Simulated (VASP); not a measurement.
# KCl (Fm-3m) in VASP: a series of runs, part 2 of 2

VASP 6.6.1.

## 4. Single point, r2SCAN

POSCAR

```
KCl
1.0
    0.0000000000      3.1448483099      3.1448483099
    3.1448483099      0.0000000000      3.1448483099
    3.1448483099      3.1448483099      0.0000000000
K Cl
1 1
Direct
    0.0000000000      0.0000000000      0.0000000000
    0.5000000000      0.5000000000      0.5000000000
```

INCAR.step1

```
ALGO = Normal
EDIFF = 1E-4
ENCUT = 520
GGA = PE
ISMEAR = 0
LASPH = T
LCHARG = F
LREAL = F
LWAVE = T
NBANDS = 15
NELM = 60
PREC = Accurate
SIGMA = 0.01
```

INCAR.step2

```
ALGO = Normal
EDIFF = 1E-7
ENCUT = 520
ISIF = 2
ISMEAR = 0
ISTART = 1
LASPH = T
LCHARG = F
LMIXTAU = T
LREAL = F
LWAVE = F
METAGGA = R2SCAN
NBANDS = 15
NELM = 60
PREC = Accurate
SIGMA = 0.01
```

KPOINTS

```
k-points
0
Gamma
  8 8 8
```

Potentials or basis: VASP PAW PBE potentials, release 64 (K_sv, Cl).

Run with:

```console
cat potpaw_PBE.64/K_sv/POTCAR potpaw_PBE.64/Cl/POTCAR > POTCAR
cp INCAR.step1 INCAR
mpirun -np 1 vasp_std > vasp.out
cp INCAR.step2 INCAR
mpirun -np 1 vasp_std > vasp.out
```

OUTCAR:

```text
EDIFF = 1E-7
   ENCUT = 520
   ISIF = 2
   ISMEAR = 0
   ISTART = 1
   LASPH = T
   LREAL = F
   METAGGA = R2SCAN
   NELM = 60
   PREC = Accurate

 ion  position               nearest neighbor table
   1  0.000  0.000  0.000-   2 3.14   2 3.14   2 3.14   2 3.14   2 3.14   2 3.14
   2  0.500  0.500  0.500-   1 3.14   1 3.14   1 3.14   1 3.14   1 3.14   1 3.14

  LATTYP: Found a face centered cubic cell.
 ALAT       =     6.2896966198

  Lattice vectors:

 A1 = (   0.0000000000,   3.1448483099,   3.1448483099)
 A2 = (   3.1448483099,   0.0000000000,   3.1448483099)
 A3 = (   3.1448483099,   3.1448483099,   0.0000000000)

Analysis of symmetry for initial positions (statically):
=====================================================================
 Subroutine PRICEL returns:
 Original cell was already a primitive cell.

 Routine SETGRP: Setting up the symmetry group for a
 face centered cubic supercell.

 Subroutine GETGRP returns: Found 48 space group operations
 (whereof 48 operations were pure point group operations)
 out of a pool of 48 trial point group operations.

The static configuration has the point symmetry O_h .

Analysis of symmetry for dynamics (positions and initial velocities):
=====================================================================
 Subroutine PRICEL returns:
 Original cell was already a primitive cell.

 Routine SETGRP: Setting up the symmetry group for a
 face centered cubic supercell.

 Subroutine GETGRP returns: Found 48 space group operations
 (whereof 48 operations were pure point group operations)
 out of a pool of 48 trial point group operations.

The dynamic configuration has the point symmetry O_h .

 Subroutine INISYM returns: Found 48 space group operations
 (whereof 48 operations are pure point group operations),
 and found     1 'primitive' translations

----------------------------------------------------------------------------------------

                                     Primitive cell

  volume of cell :      62.2055
[... 114 lines left out ...]
   METAGGA = R2SCAN    functional components
   LHFCALC =     F    Hartree Fock is set to
   AEXX    =    0.0000 exact exchange contribution
   IVDW    =     0    specifies the selected vdW correction
   LEPSILON=     F    determine dielectric tensor
   LRPA    =     F    only Hartree local field effects (RPA)
 non-spin polarized calculation
 Gauss-broadening in eV      SIGMA  =   0.01
  energy-cutoff  :      520.00
  volume of cell :       62.21
 maximum number of plane-waves:      1700
 NGX is ok and might be reduce to    36
   NGX = 17   NGY = 17   NGZ = 17

 number of electron      16.0000001 magnetization

 Free energy of the ion-electron system (eV)
  ---------------------------------------------------
  ext. energy  EPLUGINS =         0.00000000
  ---------------------------------------------------
  free energy    TOTEN  =       -16.50648408 eV

  energy without entropy =      -16.50648408  energy(sigma->0) =      -16.50648408

 E-fermi :  -2.1835     XC(G=0):  -7.9603

 val. band max:       -2.2581077021   @ k =   0.0000   0.0000   0.0000
 cond. band min:       3.5770443588   @ k =   0.0000   0.0000   0.0000
 fundamental gap:      5.8351520609
 Fermi energy:        -2.1835453720

 k-point     1 :       0.0000    0.0000    0.0000
  band No.  band energies     occupation
      1     -30.5230      2.00000
      2     -14.9300      2.00000
      3     -13.2143      2.00000
      4     -13.2143      2.00000
      5     -13.2143      2.00000
      6      -2.2581      2.00000
      7      -2.2581      2.00000
      8      -2.2581      2.00000
      9       3.5770      0.00000
     10       6.7765      0.00000
     11       6.7765      0.00000
     12       6.7765      0.00000
     13       7.8204      0.00000
     14       7.8204      0.00000
[... 401 lines left out ...]
      2     -15.0084      2.00000
      3     -13.2673      2.00000
      4     -13.2460      2.00000
      5     -13.0780      2.00000
      6      -3.0960      2.00000
      7      -2.6622      2.00000
      8      -2.5885      2.00000
      9       6.1512      0.00000
     10       6.6798      0.00000
     11       8.7132      0.00000
     12       8.7303      0.00000
     13       9.4939      0.00000
     14      10.4415      0.00000
     15      10.5108      0.00000

 [... further k-points ...]
[... 5 lines left out ...]
  --------------------------------------------------------------------------------------
  -------------------------------------------------------------------------------------
  Total        0.0016352      0.0016352      0.0016352     -0.0000000      0.0000000      0.0000000
  in kB        0.0421170      0.0421170      0.0421170     -0.0000000      0.0000000      0.0000000
  external PRESSURE =       0.0421170 kB  Pullay stress =       0.0000000 kB

 VOLUME and BASIS-vectors are now :
 -----------------------------------------------------------------------------
  energy-cutoff  :      520.00
  volume of cell :       62.21
      direct lattice vectors                 reciprocal lattice vectors
     0.000000000  3.144848310  3.144848310    -0.158990180  0.158990180  0.158990180
     3.144848310  0.000000000  3.144848310     0.158990180 -0.158990180  0.158990180
     3.144848310  3.144848310  0.000000000     0.158990180  0.158990180 -0.158990180

 POSITION                                       TOTAL-FORCE (eV/Angst)
 -----------------------------------------------------------------------------------
      0.00000      0.00000      0.00000        -0.000000      0.000000     -0.000000
      3.14485      3.14485      3.14485         0.000000     -0.000000      0.000000
 -----------------------------------------------------------------------------------
    total drift:                                0.000000      0.000000      0.000000

  FREE ENERGIE OF THE ION-ELECTRON SYSTEM (eV)
  ---------------------------------------------------
  free  energy   TOTEN  =       -16.5064840807 eV

  energy  without entropy=      -16.5064840807  energy(sigma->0) =      -16.50648408
```

OUTCAR.step1:

```text
EDIFF = 1E-4
   ENCUT = 520
   GGA = PE
   ISMEAR = 0
   LASPH = T
[... 653 lines left out ...]
 -----------------------------------------------------------------------------------
      0.00000      0.00000      0.00000         0.000000     -0.000000     -0.000000
      3.14485      3.14485      3.14485         0.000000      0.000000      0.000000
 -----------------------------------------------------------------------------------
    total drift:                                0.000000      0.000000      0.000000

  FREE ENERGIE OF THE ION-ELECTRON SYSTEM (eV)
  ---------------------------------------------------
  free  energy   TOTEN  =        -6.8033686403 eV

  energy  without entropy=       -6.8033686403  energy(sigma->0) =       -6.80336864
```

OSZICAR.step1:

```text
N       E                     dE             d eps       ncg     rms          rms(c)
DAV:   1     0.103959111829E+03    0.10396E+03   -0.69580E+03   870   0.943E+02
DAV:   2    -0.563108028690E+00   -0.10452E+03   -0.96065E+02  1146   0.238E+02
DAV:   3    -0.687602053779E+01   -0.63129E+01   -0.62781E+01  1157   0.521E+01
DAV:   4    -0.709265514070E+01   -0.21663E+00   -0.21657E+00  1372   0.910E+00
DAV:   5    -0.709430513918E+01   -0.16500E-02   -0.16500E-02  1185   0.877E-01    0.334E+00
DAV:   6    -0.680470598605E+01    0.28960E+00   -0.42015E-01  1115   0.327E+00    0.273E+00
DAV:   7    -0.678988310724E+01    0.14823E-01   -0.10382E-01  1185   0.182E+00    0.157E+00
DAV:   8    -0.680202329877E+01   -0.12140E-01   -0.16006E-02  1045   0.947E-01    0.174E-01
DAV:   9    -0.680279029320E+01   -0.76699E-03   -0.92455E-04  1199   0.192E-01    0.967E-02
DAV:  10    -0.680336436968E+01   -0.57408E-03   -0.60590E-04   912   0.154E-01    0.201E-02
DAV:  11    -0.680336864034E+01   -0.42707E-05   -0.18806E-05   918   0.272E-02
   1 F= -.68033686E+01 E0= -.68033686E+01  d E =-.974070E-19
```

Run time: 2.3 min. Hardware: 1 thread of Intel Xeon Platinum 8175M at 2.50GHz (Skylake/Cascade Lake), shared host; peak memory 0.23 GiB.

What came out:

| Property | Result |
| --- | --- |
| Free energy | -16.5065 eV |
| Pressure | 0.0 GPa |
| Band gap on the k mesh | 5.84 eV, direct |

Caveat: the PAW data sets were made with another functional, which shifts forces and pressure a little. r2SCAN opens gaps a little over a GGA but as a rule still falls short of measured ones.

## 5. Overview

```tsv
level	k mesh	smearing	gap on the mesh (eV)	pressure (GPa)
r2SCAN	6 × 6 × 6	fermi-dirac 0.02 eV	5.84	0.0
PBE	8 × 8 × 8	fermi-dirac 0.02 eV	5.19	0.8
r2SCAN	8 × 8 × 8	gaussian 0.01 eV	5.84	0.0
```

Alike in all rows: task single point; potentials or basis VASP PAW PBE potentials, release 64 (K_sv, Cl); no spin polarisation; cell a = 4.447 Å, angles 60.0°, 2 atoms; cutoff (eV) 520.

On the cell as given the gap runs from 5.19 eV (PBE) to 5.84 eV (r2SCAN); the meshes differ, which moves gaps too. The pressure there spans 0.0 GPa (r2SCAN) to 0.8 GPa (PBE); a positive pressure means that this level wants a larger cell, a negative one a smaller.

Caveats: the PAW data sets were made with another functional, which shifts forces and pressure a little (some runs).

Absolute energies hang on the potentials; compare differences alone.
